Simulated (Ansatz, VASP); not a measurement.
InAs2 in VASP and in Ansatz

The input INCAR:

```
PREC = Accurate ; ENCUT = 600
EDIFF = 1E-6 ; ISMEAR = 0
SIGMA = 0.1 ; LREAL = False
LASPH = True ; NELM = 60
ALGO = Normal ; ISIF = 3
LWAVE = False ; LCHARG = False
GGA = PE ; IBRION = 2
NSW = 90 ; EDIFFG = -0.04
```

Contents of KPOINTS:

```
Automatic mesh
0
Gamma
  6 6 1
```

Contents of POSCAR:

```
InAs2
1.0
    3.3436130800      0.0000000000      0.0000000000
   -1.6718065400      2.8956538600      0.0000000000
    0.0000000000      0.0000000000     15.6320625800
In As
2 4
Direct
    0.6666666700      0.3333333300      0.2500000000
    0.3333333300      0.6666666700      0.7500000000
    0.3333333300      0.6666666700      0.4095957900
    0.3333333300      0.6666666700      0.0904042100
    0.6666666700      0.3333333300      0.9095957900
    0.6666666700      0.3333333300      0.5904042100
```

Input for Ansatz:

```yaml
crystal:
  lattice:
    - [3.34361308, 0.0, 0.0]
    - [-1.67180654, 2.89565386, 0.0]
    - [0.0, 0.0, 15.63206258]
  atoms:
    - { symbol: In, position: [0.66666667, 0.33333333, 0.25] }
    - { symbol: In, position: [0.33333333, 0.66666667, 0.75] }
    - { symbol: As, position: [0.33333333, 0.66666667, 0.40959579] }
    - { symbol: As, position: [0.33333333, 0.66666667, 0.09040421] }
    - { symbol: As, position: [0.66666667, 0.33333333, 0.90959579] }
    - { symbol: As, position: [0.66666667, 0.33333333, 0.59040421] }
basis:
  ecutwfc: 420
kpoints:
  mp_grid: { grid: [6, 6, 1] }
hamiltonian:
  xc: pbe
scf:
  occupations: { method: gaussian, width: 0.1 }
  lower_state_search: "off"
output:
  forces: true
  stress: true
  eigenvalues: true
relax:
  adjacent_minimum: "off"
  f_tol: 0.04
  max_steps: 70
  cell: { stress_tol: 0.4 }
```

Change from the starting cell: species swapped into the MgSn2 type (P6_3/mmc, No. 194).

Alike in both runs: task relaxation of cell and atoms; functional PBE; k mesh 6 × 6 × 1; occupations gaussian, width 0.1 eV; no spin polarisation.

|  | VASP | Ansatz |
| --- | --- | --- |
| version | VASP 6.6.1 | Ansatz 0.2.0 |
| potentials or method | VASP PAW PBE potentials, release 64 (In_d, As), cutoff 600 eV | scalar-relativistic, plane waves, PAW |
| valence electrons in the cell | 46 | 86 |

```tsv
	VASP	Ansatz	Ansatz less VASP
gap on the k mesh at the Fermi level, each at its own relaxed structure (eV)	none	none	-
relaxed volume (Å³/atom)	25.84	25.95	+0.115
relaxed cell length with the largest relative difference (Å)	12.961	13.033	+0.0723
```

A gap of «none» marks a metal or a gap that the smearing closes. VASP's potentials hold 46 valence electrons a cell and Ansatz's 86, so a difference there can come from the potentials and not from the codes.

The k mesh is coarse, so the values compare programs but aren't converged.
